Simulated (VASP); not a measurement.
# MgO (Periclase) (Fm-3m) in VASP: further runs

Runs on MgO (Periclase). Level: PBE+D3(BJ). Tasks: single point.

All numbers are computed with VASP 6.6.1; they aren't measurements. Logs are shortened: lines on timing, memory, paths and dates and some standing lists are left out, and cuts for length are marked.

### Step 1. The cell of the first run

The structure is cubic, space group Fm-3m (No. 225). Conventional cell: a = 4.131 Å, b = 4.131 Å, c = 4.131 Å, α = 90.00°, β = 90.00°, γ = 90.00°. Mg (site symmetry m-3m) has 6 O at 2.07 Å within 2.7 Å. Within 2.7 Å of O (site symmetry m-3m) lie 6 Mg at 2.07 Å.

### Step 2. Single point, PBE+D3(BJ)

The input, INCAR:

```
PREC = Accurate
ENCUT = 600
EDIFF = 1E-6
ISMEAR = 0
SIGMA = 0.01
LREAL = F
LASPH = T
NELM = 120
ALGO = Normal
ISIF = 2
LWAVE = F
LCHARG = F
GGA = PE
IVDW = 12
NBANDS = 11
GGA_COMPAT = F
```

The input, KPOINTS:

```
regular mesh
0
Gamma
  8 8 8
```

The input, POSCAR:

```
MgO
1.0
    0.0000000000      2.0654573102      2.0654573102
    2.0654573102      0.0000000000      2.0654573102
    2.0654573102      2.0654573102      0.0000000000
Mg O
1 1
Direct
    0.0000000000      0.0000000000      0.0000000000
    0.5000000000      0.5000000000      0.5000000000
```

Potentials or basis: VASP PAW PBE potentials, release 64 (Mg, O).

The run is started by

```console
cat potpaw_PBE.64/Mg/POTCAR potpaw_PBE.64/O/POTCAR > POTCAR
mpirun -np 1 vasp_std > vasp.out
```

OUTCAR:

```text
PREC = Accurate
   ENCUT = 600
   EDIFF = 1E-6
   ISMEAR = 0
   LREAL = F
   LASPH = T
   NELM = 120
   ISIF = 2
   GGA = PE
   IVDW = 12
 IVDW          = 12

 ion  position               nearest neighbor table
   1  0.000  0.000  0.000-   2 2.07   2 2.07   2 2.07   2 2.07   2 2.07   2 2.07
   2  0.500  0.500  0.500-   1 2.07   1 2.07   1 2.07   1 2.07   1 2.07   1 2.07

  LATTYP: Found a face centered cubic cell.
 ALAT       =     4.1309146204

  Lattice vectors:

 A1 = (   0.0000000000,   2.0654573102,   2.0654573102)
 A2 = (   2.0654573102,   0.0000000000,   2.0654573102)
 A3 = (   2.0654573102,   2.0654573102,   0.0000000000)

Analysis of symmetry for initial positions (statically):
=====================================================================
 Subroutine PRICEL returns:
 Original cell was already a primitive cell.

 Routine SETGRP: Setting up the symmetry group for a
 face centered cubic supercell.

 Subroutine GETGRP returns: Found 48 space group operations
 (whereof 48 operations were pure point group operations)
 out of a pool of 48 trial point group operations.

The static configuration has the point symmetry O_h .

Analysis of symmetry for dynamics (positions and initial velocities):
=====================================================================
 Subroutine PRICEL returns:
 Original cell was already a primitive cell.

 Routine SETGRP: Setting up the symmetry group for a
 face centered cubic supercell.

 Subroutine GETGRP returns: Found 48 space group operations
 (whereof 48 operations were pure point group operations)
 out of a pool of 48 trial point group operations.

The dynamic configuration has the point symmetry O_h .

 Subroutine INISYM returns: Found 48 space group operations
 (whereof 48 operations are pure point group operations),
 and found     1 'primitive' translations

----------------------------------------------------------------------------------------

                                     Primitive cell

  volume of cell :      17.6230

  direct lattice vectors                    reciprocal lattice vectors
     0.000000000  2.065457310  2.065457310    -0.242077141  0.242077141  0.242077141
     2.065457310  0.000000000  2.065457310     0.242077141 -0.242077141  0.242077141
     2.065457310  2.065457310  0.000000000     0.242077141  0.242077141 -0.242077141

  length of vectors
     2.920997741  2.920997741  2.920997741     0.419289907  0.419289907  0.419289907
[... 87 lines left out ...]
   ISIF   =      2    stress and relaxation
   ISYM   =      2    0-nonsym 1-usesym 2-fastsym
   POTIM  = 0.5000    time-step for ionic-motion
   TEBEG  =    0.0;   TEEND  =   0.0 temperature during run
   PSTRESS=    0.0 pullay stress
   NELECT =       8.0000    total number of electrons
   NUPDOWN=      -1.0000    fix difference up-down
   EMIN   =  10.00;   EMAX   =-10.00  energy-range for DOS
   EFERMI =   0.00;   METHOD = LEGACY
   ISMEAR =     0;   SIGMA  =   0.01  broadening in eV -4-tet -1-fermi 0-gaus
   EFERMI_NEDOS =   21; number of points for ismear=-14 and -15
   IALGO  =     38    algorithm
   IMIX   =      4    mixing-type and parameters
     AMIX     =   0.40;   BMIX     =  1.00
     AMIX_MAG =   1.60;   BMIX_MAG =  1.00
  volume/ion in A,a.u.               =       8.81        59.46
  Fermi-wavevector in a.u.,A,eV,Ry     =   1.258187  2.377629 21.538500  1.583035
  Thomas-Fermi vector in A             =   2.391809
   LORBIT       =      0    0 simple, 1 ext, 2 COOP (PROOUT), +10 PAW based schemes
   GGA     = PE    functional components
   LHFCALC =     F    Hartree Fock is set to
   AEXX    =    0.0000 exact exchange contribution
   IVDW    =    12    specifies the selected vdW correction
   LEPSILON=     F    determine dielectric tensor
   LRPA    =     F    only Hartree local field effects (RPA)
 non-spin polarized calculation
 Gauss-broadening in eV      SIGMA  =   0.01
  energy-cutoff  :      600.00
  volume of cell :       17.62
 maximum number of plane-waves:       609
   NGX = 11   NGY = 11   NGZ = 11

 number of electron       7.9999998 magnetization

 Free energy of the ion-electron system (eV)
  ---------------------------------------------------
  ext. energy  EPLUGINS =         0.00000000
  ---------------------------------------------------
  free energy    TOTEN  =       -11.84696908 eV

  energy without entropy =      -11.84696908  energy(sigma->0) =      -11.84696908

 E-fermi :   3.7160     XC(G=0): -11.3581

 val. band max:        3.6368643151   @ k =   0.0000   0.0000   0.0000
 cond. band min:       8.9544837460   @ k =   0.0000   0.0000   0.0000
 fundamental gap:      5.3176194309
 Fermi energy:         3.7159587301

 k-point     1 :       0.0000    0.0000    0.0000
  band No.  band energies     occupation
      1     -13.9355      2.00000
      2       3.6369      2.00000
      3       3.6369      2.00000
      4       3.6369      2.00000
      5       8.9545      0.00000
      6      19.7691      0.00000
      7      19.7691      0.00000
      8      19.7691      0.00000
      9      23.8418      0.00000
     10      25.6864      0.00000
     11      25.6864      0.00000
[... 309 lines left out ...]
 k-point    24 :      -0.3750    0.2500    0.1250
  band No.  band energies     occupation
      1     -12.3336      2.00000
      2      -0.5952      2.00000
      3       1.5700      2.00000
      4       2.5702      2.00000
      5      13.7312      0.00000
      6      16.3915      0.00000
      7      17.7829      0.00000
      8      21.2677      0.00000
      9      24.8682      0.00000
     10      26.5140      0.00000
     11      30.7591      0.00000

 [... further k-points ...]

------------------------ aborting loop because EDIFF is reached ----------------------------------------

 Edisp (eV)   -0.62260

 E8    (eV) :    -0.2440

  FORCE on cell =-STRESS in cart. coord.  units (eV):
  Direction    XX          YY          ZZ          XY          YZ          ZX
  --------------------------------------------------------------------------------------
  -------------------------------------------------------------------------------------
  Total       0.97713     0.97713     0.97713     0.00000     0.00000    -0.00000
  in kB      88.83505    88.83505    88.83505     0.00000     0.00000    -0.00000
  external pressure =       88.84 kB  Pullay stress =        0.00 kB

 VOLUME and BASIS-vectors are now :
 -----------------------------------------------------------------------------
  energy-cutoff  :      600.00
  volume of cell :       17.62
      direct lattice vectors                 reciprocal lattice vectors
     0.000000000  2.065457310  2.065457310    -0.242077141  0.242077141  0.242077141
     2.065457310  0.000000000  2.065457310     0.242077141 -0.242077141  0.242077141
     2.065457310  2.065457310  0.000000000     0.242077141  0.242077141 -0.242077141

 POSITION                                       TOTAL-FORCE (eV/Angst)
 -----------------------------------------------------------------------------------
      0.00000      0.00000      0.00000         0.000000      0.000000     -0.000000
      2.06546      2.06546      2.06546         0.000000      0.000000      0.000000
 -----------------------------------------------------------------------------------
    total drift:                               -0.000000     -0.000000      0.000000

  FREE ENERGIE OF THE ION-ELECTRON SYSTEM (eV)
  ---------------------------------------------------
  free  energy   TOTEN  =       -12.4695716144 eV

  energy  without entropy=      -12.4695716144  energy(sigma->0) =      -12.46957161
```

OSZICAR:

```text
N       E                     dE             d eps       ncg     rms          rms(c)
DAV:   1     0.166706166470E+02    0.16671E+02   -0.48307E+03   750   0.719E+02
DAV:   2    -0.128137037563E+02   -0.29484E+02   -0.28199E+02   738   0.150E+02
DAV:   3    -0.134207408936E+02   -0.60704E+00   -0.60661E+00   761   0.183E+01
DAV:   4    -0.134222111386E+02   -0.14702E-02   -0.14702E-02   692   0.102E+00
DAV:   5    -0.134222159000E+02   -0.47614E-05   -0.47614E-05   746   0.562E-02    0.728E+00
DAV:   6    -0.118623075894E+02    0.15599E+01   -0.83686E+00   656   0.164E+01    0.214E+00
DAV:   7    -0.118521702055E+02    0.10137E-01   -0.47219E-02   695   0.204E+00    0.133E+00
DAV:   8    -0.118472269302E+02    0.49433E-02   -0.23741E-02   662   0.177E+00    0.209E-01
DAV:   9    -0.118469554180E+02    0.27151E-03   -0.41824E-04   737   0.145E-01    0.119E-01
DAV:  10    -0.118469678802E+02   -0.12462E-04   -0.40041E-04   704   0.152E-01    0.938E-03
DAV:  11    -0.118469691938E+02   -0.13137E-05   -0.21601E-06   737   0.130E-02    0.466E-03
DAV:  12    -0.118469690831E+02    0.11072E-06   -0.48216E-07   391   0.562E-03
   1 F= -.12469572E+02 E0= -.12469572E+02  d E =-.223894E-31
```

stdout:

```text
POSCAR found type information on POSCAR MgO
 POSCAR found :  2 types and       2 ions
 scaLAPACK will be used
 LDA part: xc-table for (Slater+PW92), standard interpolation
 POSCAR, INCAR and KPOINTS ok, starting setup
 FFT: planning ... GRIDC
 FFT: planning ... GRID_SOFT
 FFT: planning ... GRID
 WAVECAR not read
 entering main loop
```

Wall time 20 s (1 thread of AMD EPYC 7R13, shared host); peak memory 0.12 GiB.

Results:

```yaml
Free_energy: -12.4696 eV
Pressure: 8.9 GPa
Band_gap_on_the_k_mesh: 5.32 eV, direct
Dispersion_energy_per_atom: -0.311 eV
```

Caveat: three body term missing.

### Step 3. Single point, PBE+D3(BJ)

This run uses another cell than the first one, of 9.00 Å³/atom, 1.021 times its volume.

The input, INCAR:

```
SYSTEM = MgO
PREC = Accurate
ENCUT = 600
EDIFF = 1E-6
ISMEAR = 0
SIGMA = 0.01
LREAL = .FALSE.
LASPH = .TRUE.
NELM = 120
ALGO = Normal
ISIF = 2
LWAVE = .FALSE.
LCHARG = .TRUE.
GGA = PE
IVDW = 12
LELF = .TRUE.
LVHAR = .TRUE.
NBANDS = 11
GGA_COMPAT = .FALSE.
```

The input, KPOINTS:

```
Automatic mesh
0
G
  8 8 8
  0 0 0
```

The input, POSCAR:

```
MgO
1.0
    0.0000000000      2.0800032635      2.0800032635
    2.0800032635      0.0000000000      2.0800032635
    2.0800032635      2.0800032635      0.0000000000
Mg O
1 1
Direct
    0.0000000000      0.0000000000      0.0000000000
    0.5000000000      0.5000000000      0.5000000000
```

Potentials or basis: VASP PAW PBE potentials, release 64 (Mg, O).

The run is started by

```console
cat potpaw_PBE.64/Mg/POTCAR potpaw_PBE.64/O/POTCAR > POTCAR
mpirun -np 1 vasp_std > vasp.out
```

It took 17 s on 1 thread of AMD EPYC 7R13, shared host; peak memory 0.12 GiB.

It converged, with:

| Quantity | Value |
| --- | --- |
| Free energy | -12.4865 eV |
| Pressure | 4.9 GPa |
| Band gap on the k mesh | 5.10 eV, direct |
| Dispersion energy per atom | -0.305 eV |

Levels at points of the mesh, in eV from the valence-band top:
```
           k point  band 2  band 3  band 4  band 5  band 6  band 7
(0.00, 0.00, 0.00)    0.00    0.00    0.00    5.10   16.01   16.01
(0.50, 0.00, 0.00)   -4.78   -0.70   -0.70    8.14   13.04   16.70
(0.50, 0.50, 0.00)   -4.24   -1.40   -1.40    9.16   10.39   13.50
```

Caveat: three body term missing.
